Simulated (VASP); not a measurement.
# Pd (Fm-3m) in VASP: single point with PBE

Aim: the single point of Pd with PBE.

All numbers are computed with VASP 6.6.1; they aren't measurements. Logs are shortened: lines on timing, memory, paths and dates and some standing lists are left out, and cuts for length are marked.

**1. The cell of the first run**

The structure is cubic, space group Fm-3m (No. 225). Conventional cell: a = 3.945 Å, b = 3.945 Å, c = 3.945 Å, α = 90.00°, β = 90.00°, γ = 90.00°. Pd (site symmetry m-3m) has 12 Pd at 2.79 Å within 3.7 Å.

**2. Single point, PBE**

INCAR

```
SYSTEM = Pd
PREC = Accurate ; ENCUT = 520
EDIFF = 1E-6 ; ISMEAR = -1
SIGMA = 0.08 ; LREAL = .False.
LASPH = .True. ; NELM = 100
ALGO = Normal ; ISIF = 2
LWAVE = .False. ; LCHARG = .False.
GGA = PE ; NBANDS = 22
```

KPOINTS

```
Automatic mesh
0
Gamma
  17 17 6
  0 0 0
```

POSCAR

```
Pd
1.0
    0.0000000000      1.9726083347     -1.9726083347
   -1.9726083347      0.0000000000      1.9726083347
    3.9452166694      3.9452166694      3.9452166694
Pd
3
Direct
    0.0000000000      0.0000000000      0.0000000000
    0.3333333330      0.6666666670      0.3333333330
    0.6666666670      0.3333333330      0.6666666670
```

Potentials or basis: VASP PAW PBE potentials, release 64 (Pd).

Launch:

```bash
cat potpaw_PBE.64/Pd/POTCAR > POTCAR
mpirun -np 1 vasp_std > vasp.out
```

OUTCAR:

```text
SYSTEM = Pd
   PREC = Accurate
   ENCUT = 520
   EDIFF = 1E-6
   ISMEAR = -1
   LREAL = .False.
   LASPH = .True.
   NELM = 100
   ISIF = 2
   GGA = PE

 ion  position               nearest neighbor table
   1  0.000  0.000  0.000-   2 2.79   3 2.79   3 2.79   2 2.79   3 2.79   2 2.79
   2  0.333  0.667  0.333-   1 2.79   1 2.79   1 2.79   3 2.79   3 2.79   3 2.79
   3  0.667  0.333  0.667-   1 2.79   1 2.79   1 2.79   2 2.79   2 2.79   2 2.79

  LATTYP: Found a hexagonal cell.
 ALAT       =     2.7896894602
 C/A-ratio  =     2.4494897428

  Lattice vectors:

 A1 = (   0.0000000000,   1.9726083347,  -1.9726083347)
 A2 = (  -1.9726083347,   0.0000000000,   1.9726083347)
 A3 = (   3.9452166694,   3.9452166694,   3.9452166694)

Analysis of symmetry for initial positions (statically):
=====================================================================
 Subroutine PRICEL returns following result:

  LATTYP: Found a face centered cubic cell.
 ALAT       =     3.9452166655

  Lattice vectors:

 A1 = (   1.9726083327,   1.9726083327,   0.0000000000)
 A2 = (  -0.0000000020,   1.9726083327,   1.9726083347)
 A3 = (   1.9726083386,   0.0000000039,   1.9726083347)

   3 primitive cells build up your supercell.

 Routine SETGRP: Setting up the symmetry group for a
 hexagonal supercell.

 Subroutine GETGRP returns: Found 12 space group operations
 (whereof 12 operations were pure point group operations)
 out of a pool of 24 trial point group operations.

The static configuration has the point symmetry D_3d.

Analysis of symmetry for dynamics (positions and initial velocities):
=====================================================================
 Subroutine PRICEL returns following result:

  LATTYP: Found a face centered cubic cell.
 ALAT       =     3.9452166655

  Lattice vectors:

 A1 = (   1.9726083327,   1.9726083327,   0.0000000000)
 A2 = (  -0.0000000020,   1.9726083327,   1.9726083347)
 A3 = (   1.9726083386,   0.0000000039,   1.9726083347)

   3 primitive cells build up your supercell.

 Routine SETGRP: Setting up the symmetry group for a
 hexagonal supercell.

 Subroutine GETGRP returns: Found 12 space group operations
 (whereof 12 operations were pure point group operations)
 out of a pool of 24 trial point group operations.

The dynamic configuration has the point symmetry D_3d.

 Subroutine INISYM returns: Found 12 space group operations
 (whereof 12 operations are pure point group operations),
 and found     3 'primitive' translations

----------------------------------------------------------------------------------------

                                     Primitive cell

  volume of cell :      15.3516

  direct lattice vectors                    reciprocal lattice vectors
     1.972608333  1.972608333  0.000000000     0.253471503  0.253471504 -0.253471504
    -0.000000002  1.972608333  1.972608335    -0.253471503  0.253471503  0.253471503
     1.972608339  0.000000004  1.972608335     0.253471503 -0.253471503  0.253471503

  length of vectors
     2.789689457  2.789689459  2.789689463     0.439025523  0.439025522  0.439025522

  position of ions in fractional coordinates (direct lattice)
     0.000000000  0.000000000  0.000000000

  ion indices of the primitive-cell ions
   primitive index   ion index
                 1           1

----------------------------------------------------------------------------------------

 KPOINTS: Automatic mesh

Automatic generation of k-mesh.
 Grid dimensions read from file:
 generate k-points for:   17   17    6

 Generating k-lattice:

  Cartesian coordinates                     Fractional coordinates (reciprocal lattice)
    -0.009940059  0.019880118 -0.009940059     0.058823529  0.000000000  0.000000000
    -0.019880118  0.009940059  0.009940059     0.000000000  0.058823529  0.000000000
     0.014081750  0.014081750  0.014081750     0.000000000  0.000000000  0.166666667

  Length of vectors
     0.024348072  0.024348072  0.024390307

  Shift w.r.t. Gamma in fractional coordinates (k-lattice)
     0.000000000  0.000000000  0.000000000

 Subroutine IBZKPT returns following result:
 ===========================================

 Found    180 irreducible k-points:

 Following reciprocal coordinates:
            Coordinates               Weight
  0.000000  0.000000  0.000000      1.000000
  0.058824  0.000000  0.000000      6.000000
  0.117647  0.000000  0.000000      6.000000
  0.176471  0.000000  0.000000      6.000000
  0.235294  0.000000  0.000000      6.000000
  0.294118  0.000000  0.000000      6.000000
[... 16 lines left out ...]
  0.411765  0.117647 -0.000000     12.000000
  0.176471  0.176471  0.000000      6.000000
 [... further k-points ...]
   k-points           NKPTS =    180   k-points in BZ     NKDIM =    180   number of bands    NBANDS=     22
   number of dos      NEDOS =    301   number of ions     NIONS =      3
   total plane-waves  NPLWV =  31104
   dimension x,y,z NGX =    24 NGY =   24 NGZ =   54
   dimension x,y,z NGXF=    48 NGYF=   48 NGZF=  108
   ions per type =               3
   NGX,Y,Z   is equivalent  to a cutoff of  14.30, 14.30, 13.14 a.u.
   NGXF,Y,Z  is equivalent  to a cutoff of  28.60, 28.60, 26.28 a.u.
 SYSTEM =  Pd
   PREC   = accura    normal or accurate (medium, high low for compatibility)
   ISTART =      0    job   : 0-new  1-cont  2-samecut
   ICHARG =      2    charge: 1-file 2-atom 10-const
   ISPIN  =      1    spin polarized calculation?
   LNONCOLLINEAR =      F non collinear calculations
   LSORBIT =      F    spin-orbit coupling
   LASPH  =      T    aspherical Exc in radial PAW
   ENCUT  =  520.0 eV  38.22 Ry    6.18 a.u.   5.19  5.19 12.71*2*pi/ulx,y,z
   NELM   =    100;   NELMIN=  2; NELMDL= -5     # of ELM steps
   EDIFF  = 0.1E-05   stopping-criterion for ELM
   LREAL  =      F    real-space projection
[... 7 lines left out ...]
   TEBEG  =    0.0;   TEEND  =   0.0 temperature during run
   PSTRESS=    0.0 pullay stress
   NELECT =      30.0000    total number of electrons
   NUPDOWN=      -1.0000    fix difference up-down
   EMIN   =  10.00;   EMAX   =-10.00  energy-range for DOS
   EFERMI =   0.00;   METHOD = LEGACY
   ISMEAR =    -1;   SIGMA  =   0.08  broadening in eV -4-tet -1-fermi 0-gaus
   EFERMI_NEDOS =   21; number of points for ismear=-14 and -15
   IALGO  =     38    algorithm
   IMIX   =      4    mixing-type and parameters
     AMIX     =   0.40;   BMIX     =  1.00
     AMIX_MAG =   1.60;   BMIX_MAG =  1.00
  volume/ion in A,a.u.               =      15.35       103.60
  Fermi-wavevector in a.u.,A,eV,Ry     =   1.419136  2.681778 27.401406  2.013947
  Thomas-Fermi vector in A             =   2.540188
   LORBIT       =      0    0 simple, 1 ext, 2 COOP (PROOUT), +10 PAW based schemes
   GGA     = PE    functional components
[... 5 lines left out ...]
 non-spin polarized calculation
  energy-cutoff  :      520.00
  volume of cell :       46.05
 maximum number of plane-waves:      1253
 NGX is ok and might be reduce to    24
   NGX = 11   NGY = 11   NGZ = 25

 number of electron      30.0000002 magnetization

 Free energy of the ion-electron system (eV)
  ---------------------------------------------------
  ext. energy  EPLUGINS =         0.00000000
  ---------------------------------------------------
  free energy    TOTEN  =       -15.72097230 eV

  energy without entropy =      -15.57891996  energy(sigma->0) =      -15.64994613

 E-fermi :   9.1335     XC(G=0): -12.9371

 val. band max:        9.1333964876   @ k =   0.2941   0.0000   0.0000
 cond. band min:       9.1335838248   @ k =  -0.1765  -0.4706   0.3333
 fundamental gap:      0.0001873372
 Fermi energy:         9.1334647061

 k-point     1 :       0.0000    0.0000    0.0000
  band No.  band energies     occupation
      1       2.2885      2.00000
      2       4.2163      2.00000
      3       4.2163      2.00000
      4       6.4588      2.00000
      5       6.4606      2.00000
      6       6.4606      2.00000
[... 14 lines left out ...]
     21      26.2896      0.00000
     22      26.5289      0.00000

 k-point     2 :       0.0588    0.0000    0.0000
  band No.  band energies     occupation
      1       2.3967      2.00000
      2       4.3022      2.00000
      3       4.3087      2.00000
      4       6.4175      2.00000
      5       6.4969      2.00000
      6       6.5024      2.00000
[... 14 lines left out ...]
     21      26.3971      0.00000
     22      26.5028      0.00000

 k-point     3 :       0.1176    0.0000    0.0000
  band No.  band energies     occupation
      1       2.7113      2.00000
      2       4.5188      2.00000
      3       4.5809      2.00000
      4       6.3021      2.00000
      5       6.4127      2.00000
      6       6.4205      2.00000
[... 14 lines left out ...]
     21      25.8838      0.00000
     22      26.6609      0.00000

 k-point     4 :       0.1765    0.0000    0.0000
  band No.  band energies     occupation
      1       3.1957      2.00000
      2       4.7342      2.00000
      3       4.9994      2.00000
      4       5.9038      2.00000
      5       6.1516      2.00000
      6       6.1564      2.00000
[... 14 lines left out ...]
     21      24.1903      0.00000
     22      26.3732      0.00000

 k-point     5 :       0.2353    0.0000    0.0000
  band No.  band energies     occupation
      1       3.7659      2.00000
      2       4.7676      2.00000
      3       5.3706      2.00000
      4       5.4302      2.00000
      5       5.8882      2.00000
      6       6.0553      2.00000
[... 417 lines left out ...]
 k-point    22 :       0.3529    0.1176    0.0000
  band No.  band energies     occupation
      1       4.3721      2.00000
      2       4.6257      2.00000
      3       4.8652      2.00000
      4       5.0572      2.00000
      5       5.7166      2.00000
      6       6.1748      2.00000
[... 14 lines left out ...]
     21      20.3148      0.00000
     22      21.0492      0.00000

 k-point    23 :       0.4118    0.1176   -0.0000
  band No.  band energies     occupation
      1       4.2565      2.00000
      2       4.5400      2.00000
      3       4.8860      2.00000
      4       4.9438      2.00000
      5       5.8035      2.00000
      6       5.9644      2.00000
[... 14 lines left out ...]
     21      19.5113      0.00000
     22      20.5934      0.00000

 k-point    24 :       0.1765    0.1765    0.0000
  band No.  band energies     occupation
      1       4.5944      2.00000
      2       5.2500      2.00000
      3       5.2500      2.00000
      4       5.3604      2.00000
      5       5.3604      2.00000
      6       5.8343      2.00000
[... 14 lines left out ...]
     21      21.9158      0.00000
     22      21.9158      0.00000

 [... further k-points ...]

------------------------ aborting loop because EDIFF is reached ----------------------------------------

  FORCE on cell =-STRESS in cart. coord.  units (eV):
  Direction    XX          YY          ZZ          XY          YZ          ZX
  --------------------------------------------------------------------------------------
  -------------------------------------------------------------------------------------
  Total       -0.0991892     -0.0991892     -0.0991892     -0.0199327     -0.0199327     -0.0199327
  in kB       -3.4506534     -3.4506534     -3.4506534     -0.6934298     -0.6934298     -0.6934298
  external PRESSURE =      -3.4506534 kB  Pullay stress =       0.0000000 kB

 VOLUME and BASIS-vectors are now :
 -----------------------------------------------------------------------------
  energy-cutoff  :      520.00
  volume of cell :       46.05
      direct lattice vectors                 reciprocal lattice vectors
     0.000000000  1.972608335 -1.972608335    -0.168981002  0.337962004 -0.168981002
    -1.972608335  0.000000000  1.972608335    -0.337962004  0.168981002  0.168981002
     3.945216669  3.945216669  3.945216669     0.084490501  0.084490501  0.084490501

 POSITION                                       TOTAL-FORCE (eV/Angst)
 -----------------------------------------------------------------------------------
      0.00000      0.00000      0.00000         0.000000     -0.000000     -0.000000
     -0.00000      1.97261      1.97261        -0.000000     -0.000000     -0.000000
      1.97261      3.94522      1.97261         0.000000      0.000000      0.000000
 -----------------------------------------------------------------------------------
    total drift:                               -0.000000     -0.000000     -0.000000

  FREE ENERGIE OF THE ION-ELECTRON SYSTEM (eV)
  ---------------------------------------------------
  free  energy   TOTEN  =       -15.7209723037 eV

  energy  without entropy=      -15.5789199558  energy(sigma->0) =      -15.64994613
```

Run time: 3.2 min. Hardware: 1 thread of AMD EPYC 7R13, shared host; peak memory 0.25 GiB.

What came out:

```
Free energy            : -15.7210 eV
Pressure               : -0.3 GPa
Band gap on the k mesh : zero (band 15 reaches 9.37 eV, above the bottom of band 16 at 8.20 eV)
```

Levels at points of the mesh, in eV from the Fermi level:
| k point | band 12 | band 13 | band 14 | band 15 | band 16 | band 17 | band 18 | band 19 |
| --- | --- | --- | --- | --- | --- | --- | --- | --- |
| (0.00, 0.00, 0.00) | -1.60 | -1.17 | -1.17 | -0.60 | -0.60 | -0.60 | -0.60 | 11.12 |
| (0.00, 0.00, 0.50) | -1.23 | -1.23 | -1.23 | -1.23 | -0.04 | -0.04 | 1.09 | 7.00 |
